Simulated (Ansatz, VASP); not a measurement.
# InSe in VASP and in Ansatz

```xyz
8
Lattice="4.0000 0.0000 0.0000 -2.0000 3.4641 0.0000 0.0000 0.0000 33.6684" Properties=species:S:1:pos:R:3 pbc="T T T"
Se    0.0000    0.0000    9.9627
Se    0.0000    0.0000   15.3629
Se    2.0000    1.1547   18.3064
Se    2.0000    1.1547   23.7050
In    2.0000    1.1547   11.2692
In    2.0000    1.1547   14.0599
In    0.0000    2.3094   19.6077
In    0.0000    2.3094   22.3983
```

Alike in both runs: functional PBE; dispersion D3(BJ); k mesh 9 × 9 × 1; occupations gaussian, width 0.05 eV; no spin polarisation.

Ansatz relaxed the structure, and its values are those at the end. VASP's run is a single point on that final structure, the one shown.

|  | VASP | Ansatz |
| --- | --- | --- |
| version | VASP 6.6.1 | Ansatz 0.2.0 |
| potentials or method | VASP PAW PBE potentials, release 64 (Se, In_d), cutoff 520 eV | scalar-relativistic, plane waves, PAW |
| valence electrons in the cell | 76 | 116 |

Ansatz gave:

| Item | Value |
| --- | --- |
| gap on the k mesh at the Fermi level (eV) | 1.15 |
| rms of the force components (eV/Å) | 0.009 |

Question: Estimate VASP's values.

Answer: gap on the k mesh at the Fermi level (eV): 1.14; rms of the force components (eV/Å): 0.017.

VASP's potentials hold 76 valence electrons a cell and Ansatz's 116, so a difference there can come from the potentials and not from the codes.
